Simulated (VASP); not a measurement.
A run of VASP 6.6.1 is set up as follows.

The input INCAR:

```
SYSTEM = Ag
PREC = Accurate
ENCUT = 520
EDIFF = 1E-7
ISMEAR = -1
SIGMA = 0.05
LREAL = .FALSE.
LASPH = .TRUE.
NELM = 80
ALGO = Fast
ISIF = 2
LWAVE = .FALSE.
LCHARG = .FALSE.
GGA = PE
NBANDS = 24
```

KPOINTS

```
Automatic mesh
0
G
  10 10 10
  0 0 0
```

The input POSCAR:

```
Ag
1.0
    1.4924315858      0.8616557778      7.2994588987
   -1.4924315858      0.8616557778      7.2994588987
    0.0000000000     -1.7233115556      7.2994588987
Ag
3
Direct
    0.2222810000      0.2222810000      0.2222810000
    0.7777190000      0.7777190000      0.7777190000
    0.0000000000      0.0000000000      0.0000000000
```

Potentials or basis: VASP PAW PBE potentials, release 64 (Ag).

Launch:

```console
$ cat potpaw_PBE.64/Ag/POTCAR > POTCAR
$ mpirun -np 1 vasp_std > vasp.out
```

Task: What does it give for the pressure?

Result: -3.8 GPa.

Task: What does it give for the band gap on the k mesh?

Result: Zero (an odd number of electrons rules out a gap without spin polarisation).

Stress tensor (GPa, compression positive):
```
-3.57  0.00  0.00
 0.00 -3.57  0.00
 0.00  0.00 -4.10
```

Caveat: the cell stands under tension.
